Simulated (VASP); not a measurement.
Crystal: LiBr.

```xyz
2
Lattice="0.0000 2.7396 2.7396 2.7396 0.0000 2.7396 2.7396 2.7396 0.0000" Properties=species:S:1:pos:R:3 pbc="T T T"
Li    0.0000    0.0000    0.0000
Br    2.7396    2.7396    2.7396
```

Base run:

| Quantity | Value |
| --- | --- |
| Program | VASP 6.6.1 |
| Functional | HSE06 |
| Potentials or basis | VASP PAW PBE potentials, release 64 (Li_sv, Br) |
| Cutoff | 650 eV |
| k mesh | 6 × 6 × 6 |
| Occupations | gaussian, width 0.01 eV |
| Spin | no spin polarisation |

Its results: band gap on the k mesh 6.21 eV; pressure -0.2 GPa.

Question: The run is repeated on the same cell with these changes: functional from HSE06 to PBE; cutoff from 650 eV to 750 eV; k mesh from 6 × 6 × 6 to 4 × 4 × 4. What comes out?

Answer: Band gap on the k mesh 4.99 eV; pressure 0.6 GPa.

Several settings changed at once.

Caveats: some runs use coarse meshes; the PAW data sets were made with another functional, which shifts forces and pressure a little (at least some runs).

